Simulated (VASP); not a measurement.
MgB2:

```
CELL_PARAMETERS angstrom
3.09525 0.00000 0.00000
-1.54762 2.68057 0.00000
0.00000 0.00000 3.53470
ATOMIC_POSITIONS crystal
Mg 0.00000 0.00000 0.00000
B 0.33333 0.66667 0.50000
B 0.66667 0.33333 0.50000
```

- Program: VASP 6.6.1
- Task: relaxation of cell and atoms
- Functional: PBEsol
- Potentials or basis: VASP PAW PBE potentials, release 64 (Mg, B)
- Cutoff: 600 eV
- k mesh: 12 × 12 × 10
- Occupations: gaussian, width 0.05 eV
- Spin: no spin polarisation

At the start: pressure -4.6 GPa; volume 9.78 Å³/atom.

Question: How do energy, volume and symmetry change on relaxing?

Answer: Over 4 steps the energy falls by 4.6 meV/atom and the volume is 9.46 Å³/atom (-3.2 %); space group P6/mmm (No. 191, to 0.1 Å) before and after.

The path:
```csv
step,energy change (eV),largest force (eV/Å),pressure (GPa),volume (Å³)
1,0.0000,0.0000,-4.62,29.33
2,-0.0114,0.0000,1.68,28.15
3,-0.0130,0.0000,-0.04,28.45
4,-0.0137,0.0000,0.01,28.39
```

Final structure:
```cif
data_structure
_symmetry_space_group_name_H-M 'P 1'
_symmetry_Int_Tables_number 1
_cell_length_a 3.0666
_cell_length_b 3.0666
_cell_length_c 3.4862
_cell_angle_alpha 90.000
_cell_angle_beta 90.000
_cell_angle_gamma 120.000
_cell_volume 28.39
loop_
_atom_site_label
_atom_site_type_symbol
_atom_site_fract_x
_atom_site_fract_y
_atom_site_fract_z
_atom_site_occupancy
Mg1 Mg 0.00000 0.00000 0.00000 1
B1 B 0.33333 0.66667 0.50000 1
B2 B 0.66667 0.33333 0.50000 1
```

Caveat: the PAW data sets were made with another functional, which shifts forces and pressure a little.
